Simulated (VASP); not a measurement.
# SbS2 in VASP: single point with r2SCAN

Aim: the single point of SbS2 with r2SCAN.

Everything below comes from runs of VASP 6.6.1. Logs are shortened: lines on timing, memory, paths and dates and some standing lists are left out, and cuts for length are marked.

### Step 1. The cell of the first run

The typed cell holds 3 atoms: a = 3.575 Å, b = 3.575 Å, c = 5.094 Å, α = 90.00°, β = 90.00°, γ = 60.00°.

### Step 2. Single point, r2SCAN

POSCAR

```
SbS2
1.0
    1.7873670000      3.0958060000      0.0000000000
   -1.7873670000      3.0958060000      0.0000000000
    0.0000000000      0.0000000000      5.0937320000
Sb S
1 2
Direct
    0.0000000000      0.0000000000      0.0000000000
    0.6667000000      0.6666000000      0.2859000000
    0.3333000000      0.3334000000      0.7141000000
```

INCAR.step1

```
PREC = Accurate ; ENCUT = 520
ISMEAR = -1 ; SIGMA = 0.1
LREAL = False ; LASPH = True
NELM = 80 ; NBANDS = 16
GGA = PE ; ALGO = Normal
EDIFF = 1E-4 ; LWAVE = True
LCHARG = False
```

INCAR.step2

```
PREC = Accurate ; ENCUT = 520
EDIFF = 1E-6 ; ISMEAR = -1
SIGMA = 0.1 ; LREAL = False
LASPH = True ; NELM = 80
ALGO = Normal ; ISIF = 2
LWAVE = False ; LCHARG = False
METAGGA = R2SCAN ; LMIXTAU = True
NBANDS = 16 ; ISTART = 1
```

KPOINTS

```
regular mesh
0
Gamma
  11 11 7
```

Potentials or basis: VASP PAW PBE potentials, release 64 (Sb, S).

Launch:

```console
> cat potpaw_PBE.64/Sb/POTCAR potpaw_PBE.64/S/POTCAR > POTCAR
> cp INCAR.step1 INCAR
> mpirun -np 1 vasp_std > vasp.out
> cp INCAR.step2 INCAR
> mpirun -np 1 vasp_std > vasp.out
```

OUTCAR:

```text
PREC = Accurate
   ENCUT = 520
   EDIFF = 1E-6
   ISMEAR = -1
   LREAL = False
   LASPH = True
   NELM = 80
   ISIF = 2
   METAGGA = R2SCAN
   ISTART = 1

 ion  position               nearest neighbor table
   1  0.000  0.000  0.000-   2 2.53   3 2.53   3 2.53   2 2.53   2 2.53   3 2.53
   2  0.667  0.667  0.286-   1 2.53   1 2.53   1 2.53
   3  0.333  0.333  0.714-   1 2.53   1 2.53   1 2.53

  LATTYP: Found a hexagonal cell.
 ALAT       =     3.5747301412
 C/A-ratio  =     1.4249277005

  Lattice vectors:

 A1 = (   1.7873670000,  -3.0958060000,   0.0000000000)
 A2 = (   1.7873670000,   3.0958060000,   0.0000000000)
 A3 = (   0.0000000000,   0.0000000000,   5.0937320000)

Analysis of symmetry for initial positions (statically):
=====================================================================
 Subroutine PRICEL returns:
 Original cell was already a primitive cell.

 Routine SETGRP: Setting up the symmetry group for a
 hexagonal supercell.

 Subroutine GETGRP returns: Found  4 space group operations
 (whereof  4 operations were pure point group operations)
 out of a pool of 24 trial point group operations.

The static configuration has the point symmetry C_2h.

Analysis of symmetry for dynamics (positions and initial velocities):
=====================================================================
 Subroutine PRICEL returns:
 Original cell was already a primitive cell.

 Routine SETGRP: Setting up the symmetry group for a
 hexagonal supercell.

 Subroutine GETGRP returns: Found  4 space group operations
 (whereof  4 operations were pure point group operations)
 out of a pool of 24 trial point group operations.

The dynamic configuration has the point symmetry C_2h.

 Subroutine INISYM returns: Found  4 space group operations
 (whereof  4 operations are pure point group operations),
 and found     1 'primitive' translations

----------------------------------------------------------------------------------------

                                     Primitive cell

  volume of cell :      56.3707

  direct lattice vectors                    reciprocal lattice vectors
     1.787367000  3.095806000  0.000000000     0.279741094  0.161508828  0.000000000
    -1.787367000  3.095806000  0.000000000    -0.279741094  0.161508828  0.000000000
     0.000000000  0.000000000  5.093732000     0.000000000  0.000000000  0.196319712

  length of vectors
     3.574730141  3.574730141  5.093732000     0.323017308  0.323017308  0.196319712

  position of ions in fractional coordinates (direct lattice)
     0.000000000  0.000000000  0.000000000
     0.666700000  0.666600000  0.285900000
     0.333300000  0.333400000  0.714100000

  ion indices of the primitive-cell ions
   primitive index   ion index
                 1           1
                 2           2
                 3           3

----------------------------------------------------------------------------------------

 KPOINTS: regular mesh

Automatic generation of k-mesh.
 Grid dimensions read from file:
 generate k-points for:   11   11    7

 Generating k-lattice:

  Cartesian coordinates                     Fractional coordinates (reciprocal lattice)
     0.025431009  0.014682621  0.000000000     0.090909091  0.000000000  0.000000000
    -0.025431009  0.014682621  0.000000000     0.000000000  0.090909091  0.000000000
     0.000000000  0.000000000  0.028045673     0.000000000  0.000000000  0.142857143

  Length of vectors
     0.029365210  0.029365210  0.028045673

  Shift w.r.t. Gamma in fractional coordinates (k-lattice)
     0.000000000  0.000000000  0.000000000

 Subroutine IBZKPT returns following result:
 ===========================================

 Found    234 irreducible k-points:

 Following reciprocal coordinates:
            Coordinates               Weight
  0.000000  0.000000  0.000000      1.000000
  0.090909  0.000000  0.000000      4.000000
  0.000000  0.090909  0.000000      2.000000
  0.181818  0.000000  0.000000      4.000000
  0.000000  0.181818  0.000000      2.000000
  0.272727  0.000000  0.000000      4.000000
[... 16 lines left out ...]
 -0.454545  0.090909  0.000000      4.000000
 -0.090909  0.454545  0.000000      2.000000
 [... further k-points ...]
   k-points           NKPTS =    234   k-points in BZ     NKDIM =    234   number of bands    NBANDS=     16
   number of dos      NEDOS =    301   number of ions     NIONS =      3
   total plane-waves  NPLWV =  31360
   dimension x,y,z NGX =    28 NGY =   28 NGZ =   40
   dimension x,y,z NGXF=    56 NGYF=   56 NGZF=   80
   ions per type =               1   2
   NGX,Y,Z   is equivalent  to a cutoff of  13.02, 13.02, 13.05 a.u.
   NGXF,Y,Z  is equivalent  to a cutoff of  26.04, 26.04, 26.11 a.u.
 SYSTEM =  unknown system
   PREC   = accura    normal or accurate (medium, high low for compatibility)
   ISTART =      1    job   : 0-new  1-cont  2-samecut
   ICHARG =      0    charge: 1-file 2-atom 10-const
   ISPIN  =      1    spin polarized calculation?
   LNONCOLLINEAR =      F non collinear calculations
   LSORBIT =      F    spin-orbit coupling
   LASPH  =      T    aspherical Exc in radial PAW
   ENCUT  =  520.0 eV  38.22 Ry    6.18 a.u.   6.65  6.65  9.47*2*pi/ulx,y,z
   NELM   =     80;   NELMIN=  2; NELMDL=  0     # of ELM steps
   EDIFF  = 0.1E-05   stopping-criterion for ELM
   LREAL  =      F    real-space projection
   EDIFFG = 0.1E-04   stopping-criterion for IOM
   NSW    =      0    number of steps for IOM
   IBRION =     -1    ionic relax: 0-MD 1-quasi-New 2-CG
   NFREE  =      0    steps in history (QN), initial steepest desc. (CG)
   ISIF   =      2    stress and relaxation
   ISYM   =      2    0-nonsym 1-usesym 2-fastsym
   POTIM  = 0.5000    time-step for ionic-motion
   TEBEG  =    0.0;   TEEND  =   0.0 temperature during run
   PSTRESS=    0.0 pullay stress
   NELECT =      17.0000    total number of electrons
   NUPDOWN=      -1.0000    fix difference up-down
   EMIN   =  10.00;   EMAX   =-10.00  energy-range for DOS
   EFERMI =   0.00;   METHOD = LEGACY
   ISMEAR =    -1;   SIGMA  =   0.10  broadening in eV -4-tet -1-fermi 0-gaus
   EFERMI_NEDOS =   21; number of points for ismear=-14 and -15
   IALGO  =     38    algorithm
   IMIX   =      4    mixing-type and parameters
     AMIX     =   0.40;   BMIX     =  1.00
     AMIX_MAG =   1.60;   BMIX_MAG =  1.00
  volume/ion in A,a.u.               =      18.79       126.80
  Fermi-wavevector in a.u.,A,eV,Ry     =   1.097842  2.074621 16.398526  1.205258
  Thomas-Fermi vector in A             =   2.234209
   LORBIT       =      0    0 simple, 1 ext, 2 COOP (PROOUT), +10 PAW based schemes
   METAGGA = R2SCAN    functional components
   LHFCALC =     F    Hartree Fock is set to
   AEXX    =    0.0000 exact exchange contribution
   IVDW    =     0    specifies the selected vdW correction
   LEPSILON=     F    determine dielectric tensor
   LRPA    =     F    only Hartree local field effects (RPA)
 non-spin polarized calculation
  energy-cutoff  :      520.00
  volume of cell :       56.37
 maximum number of plane-waves:      1549
   NGX = 13   NGY = 13   NGZ = 19

 number of electron      16.9999998 magnetization

 Free energy of the ion-electron system (eV)
  ---------------------------------------------------
  ext. energy  EPLUGINS =         0.00000000
  ---------------------------------------------------
  free energy    TOTEN  =       -41.47133790 eV

  energy without entropy =      -41.42951571  energy(sigma->0) =      -41.45042681

 E-fermi :   8.7970     XC(G=0): -11.1129

 val. band max:        8.7938842296   @ k =   0.0000   0.3636   0.0000
 cond. band min:       8.8150950845   @ k =  -0.0909   0.2727   0.0000
 fundamental gap:      0.0212108549
 Fermi energy:         8.7970378459

 k-point     1 :       0.0000    0.0000    0.0000
  band No.  band energies     occupation
      1      -8.9021      2.00000
      2      -5.4315      2.00000
      3      -0.6813      2.00000
      4       5.7144      2.00000
      5       5.7164      2.00000
      6       5.8870      2.00000
[... 8 lines left out ...]
     15      16.6001      0.00000
     16      17.2788      0.00000

 k-point     2 :       0.0909    0.0000    0.0000
  band No.  band energies     occupation
      1      -8.7891      2.00000
      2      -5.3723      2.00000
      3      -0.6300      2.00000
      4       4.5116      2.00000
      5       5.1131      2.00000
      6       5.5981      2.00000
[... 8 lines left out ...]
     15      16.5617      0.00000
     16      17.1189      0.00000

 k-point     3 :       0.0000    0.0909    0.0000
  band No.  band energies     occupation
      1      -8.7891      2.00000
      2      -5.3722      2.00000
      3      -0.6300      2.00000
      4       4.5107      2.00000
      5       5.1137      2.00000
      6       5.5980      2.00000
[... 8 lines left out ...]
     15      16.5618      0.00000
     16      17.1203      0.00000

 k-point     4 :       0.1818    0.0000    0.0000
  band No.  band energies     occupation
      1      -8.4545      2.00000
      2      -5.2194      2.00000
      3      -0.5395      2.00000
      4       2.9736      2.00000
      5       4.4272      2.00000
      6       4.6419      2.00000
[... 8 lines left out ...]
     15      16.5489      0.00000
     16      17.8326      0.00000
[... 324 lines left out ...]
 k-point    22 :      -0.0909    0.3636    0.0000
  band No.  band energies     occupation
      1      -6.7483      2.00000
      2      -5.1993      2.00000
      3      -1.5478      2.00000
      4       1.9538      2.00000
      5       2.6621      2.00000
      6       3.3459      2.00000
[... 8 lines left out ...]
     15      19.8793      0.00000
     16      20.2884      0.00000

 k-point    23 :      -0.4545    0.0909    0.0000
  band No.  band energies     occupation
      1      -6.1921      2.00000
      2      -5.5583      2.00000
      3      -1.7621      2.00000
      4       1.9796      2.00000
      5       2.8767      2.00000
      6       3.0458      2.00000
[... 8 lines left out ...]
     15      19.5954      0.00000
     16      21.1451      0.00000

 k-point    24 :      -0.0909    0.4545    0.0000
  band No.  band energies     occupation
      1      -6.1927      2.00000
      2      -5.5569      2.00000
      3      -1.7638      2.00000
      4       1.9798      2.00000
      5       2.8757      2.00000
      6       3.0460      2.00000
[... 8 lines left out ...]
     15      19.5951      0.00000
     16      21.1450      0.00000

 [... further k-points ...]
[... 5 lines left out ...]
  --------------------------------------------------------------------------------------
  -------------------------------------------------------------------------------------
  Total        6.2740353      6.2719438      7.6418452     -0.0017957      0.0021692     -0.0037571
  in kB      178.3216119    178.2621669    217.1977184     -0.0510364      0.0616540     -0.1067862
  external PRESSURE =     191.2604990 kB  Pullay stress =       0.0000000 kB

 VOLUME and BASIS-vectors are now :
 -----------------------------------------------------------------------------
  energy-cutoff  :      520.00
  volume of cell :       56.37
      direct lattice vectors                 reciprocal lattice vectors
     1.787367000  3.095806000  0.000000000     0.279741094  0.161508828  0.000000000
    -1.787367000  3.095806000  0.000000000    -0.279741094  0.161508828  0.000000000
     0.000000000  0.000000000  5.093732000     0.000000000  0.000000000  0.196319712

 POSITION                                       TOTAL-FORCE (eV/Angst)
 -----------------------------------------------------------------------------------
      0.00000      0.00000      0.00000        -0.000000      0.000000      0.000000
      0.00018      4.12764      1.45630        -0.001905      0.001100      0.836533
     -0.00018      2.06397      3.63743         0.001905     -0.001100     -0.836533
 -----------------------------------------------------------------------------------
    total drift:                               -0.000000      0.000000      0.000000

  FREE ENERGIE OF THE ION-ELECTRON SYSTEM (eV)
  ---------------------------------------------------
  free  energy   TOTEN  =       -41.4713379045 eV

  energy  without entropy=      -41.4295157097  energy(sigma->0) =      -41.45042681
```

Wall time 7.1 min (1 thread of Intel Xeon Platinum 8488C (Sapphire Rapids), shared host); peak memory 0.32 GiB.

What came out:

```yaml
Free_energy: -41.4713 eV
Pressure: 19.1 GPa
Largest_force: 0.837 eV/Å
Band_gap_on_the_k_mesh: zero (an odd number of electrons rules out a gap without spin polarisation)
```

Forces on the atoms (eV/Å):
```
Sb   0.000  0.000  0.000
S   -0.002  0.001  0.837
S    0.002 -0.001 -0.837
```

Stress tensor (GPa, compression positive):
```
17.83 -0.01 -0.01
-0.01 17.83  0.01
-0.01  0.01 21.72
```

Caveat: the cell stands under pressure; the PAW data sets were made with another functional, which shifts forces and pressure a little; spin-orbit coupling is left out, which moves the levels of the heavy elements.
